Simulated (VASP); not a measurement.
Ge4F, 5 atoms in the cell. The cell holds a slab with vacuum, 5 atoms: a = 4.030 Å, b = 4.030 Å, c = 21.642 Å, α = 90.00°, β = 90.00°, γ = 90.00°. 

* Program: VASP 6.6.1
* Task: single point
* Functional: PBE
* Dispersion: D3(BJ)
* Potentials or basis: VASP PAW PBE potentials, release 64 (Ge_d, F)
* Cutoff: 520 eV
* k mesh: 7 × 7 × 1
* Occupations: gaussian, width 0.1 eV
* Spin: no spin polarisation
* Dipole correction: yes
* Further INCAR settings: ALGO = Normal; EDIFF = 1e-07; NBANDS = 40

Potentials or basis: VASP PAW PBE potentials, release 64 (Ge_d, F).

Launch:

```bash
$ cat potpaw_PBE.64/Ge_d/POTCAR potpaw_PBE.64/F/POTCAR > POTCAR
$ mpirun -np 1 vasp_std > vasp.out
```

Hardware: 1 thread of Intel Xeon 8259CL (shared host).

Question: How long does it take, and how much memory?

Answer: Run time: 13 min on 1 thread of Intel Xeon 8259CL (shared host), peak memory 0.49 GiB. Counts: scf iterations 32, k points 16.
